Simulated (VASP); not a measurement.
Write the native input for VASP 6.6.1 that does the following.

* Task: single point
* Functional: LDA
* Potentials or basis: VASP PAW LDA potentials, release 64 (Cd, Se)
* Cutoff: 520 eV
* k mesh: 12 × 12 × 12
* Occupations: fermi-dirac, width 0.05 eV
* Spin: no spin polarisation
* Dipole correction: no
* Further INCAR settings: ALGO = Normal; EDIFF = 1e-06; NBANDS = 16

The structure of CdSe (rocksalt type) lies in POSCAR:

```
CdSe
1.0
    0.0000000000      2.4931014136      2.4931014136
    2.4931014136      0.0000000000      2.4931014136
    2.4931014136      2.4931014136      0.0000000000
Cd Se
1 1
Direct
    0.0000000000      0.0000000000      0.0000000000
    0.5000000000      0.5000000000      0.5000000000
```

This cell differs from its parent crystal: volume scaled by 0.72.

The input as run:

INCAR

```
ALGO = Normal
EDIFF = 1E-6
ENCUT = 520
ISIF = 2
ISMEAR = -1
LASPH = True
LCHARG = False
LREAL = False
LWAVE = False
NBANDS = 16
NELM = 60
PREC = Accurate
SIGMA = 0.05
```

KPOINTS

```
k-points
0
Gamma
  12 12 12
```

Potentials or basis: VASP PAW LDA potentials, release 64 (Cd, Se).

Launch:

```sh
$ cat potpaw_LDA.64/Cd/POTCAR potpaw_LDA.64/Se/POTCAR > POTCAR
$ mpirun -np 1 vasp_std > vasp.out
```

Results of the run:

```json
{
 "Pressure": "59.7 GPa",
 "Band gap on the k mesh": "zero (band 9 reaches 7.34 eV, above the bottom of band 10 at 6.34 eV)"
}
```

Run time: 27 s on 1 thread of Intel(R) Xeon(R) Platinum 8259CL CPU @ 2.50GHz (Skylake/Cascade Lake) (shared host), peak memory 0.17 GiB.
